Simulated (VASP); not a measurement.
Cr:

```
Cr
1.0
     0.00000    1.81674    1.81674
     1.81674    0.00000    1.81674
     1.81674    1.81674    0.00000
Cr
1
Direct
  0.00000 0.00000 0.00000
```

```yaml
Program: VASP 6.6.1
Task: relaxation of cell and atoms
Functional: LDA
Potentials_or_basis: VASP PAW LDA potentials, release 64 (Cr_pv)
Cutoff: 500 eV
k_mesh: 15 × 15 × 15
Occupations: fermi-dirac, width 0.1 eV
Spin: no spin polarisation
```

At the start: pressure -17.5 GPa; volume 11.99 Å³/atom.

Task: How do energy, volume and symmetry change on relaxing?

Result: Over 4 steps the energy falls by 49.3 meV/atom and the volume is 11.15 Å³/atom (-7.1 %); space group Fm-3m (No. 225, to 0.05 Å).

Step by step:
```
step  energy change (eV)  largest force (eV/Å)  pressure (GPa)  volume (Å³)
   1              0.0000                0.0000          -17.45        11.99
   2              0.1053                0.0000           43.04         9.87
   3             -0.0492                0.0000           -0.72        11.17
   4             -0.0493                0.0000           -0.10        11.15
```

Final structure:
```
Cr
1.0
     0.00000    1.77295    1.77295
     1.77295    0.00000    1.77295
     1.77295    1.77295    0.00000
Cr
1
Direct
  0.00000 0.00000 0.00000
```

Caveat: the run has no spin polarisation, though such a crystal can be magnetic.
